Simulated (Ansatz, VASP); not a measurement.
## Two plane-wave programs on SrMg3O4

```
Mg O Sr
1.0
    -2.31186    2.31186    4.38266
     2.31186   -2.31186    4.38266
     2.31186    2.31186   -4.38266
Mg O Sr
3 4 1
Direct
  0.75000 0.25000 0.50000
  0.00000 0.00000 0.00000
  0.25000 0.75000 0.50000
  0.50000 0.00000 0.50000
  0.77324 0.77324 0.00000
  0.00000 0.50000 0.50000
  0.22676 0.22676 0.00000
  0.50000 0.50000 0.00000
```

Alike in both runs: task single point; functional r2SCAN; k mesh 8 × 8 × 8; no spin polarisation.

|  | VASP | Ansatz |
| --- | --- | --- |
| version | VASP 6.6.1 | Ansatz 0.2.0 |
| potentials or method | VASP PAW PBE potentials, release 64 (Mg, O, Sr_sv) | plane waves, PAW |
| plane-wave cutoff (eV) | 520 | 500 |
| occupations | gaussian, width 0.01 eV | fixed |
| valence electrons in the cell | 40 | 64 |

VASP gave:

- gap on the k mesh at the Fermi level (eV): 3.40
- pressure (GPa): 0.0
- rms of the force components (eV/Å): 0.019

Which values does Ansatz return?

gap on the k mesh at the Fermi level (eV): 3.45; pressure (GPa): 0.0; rms of the force components (eV/Å): 0.000.

VASP's potentials were made for PBE, not for r2SCAN. VASP's potentials hold 40 valence electrons a cell and Ansatz's 64, so a difference there can come from the potentials and not from the codes.
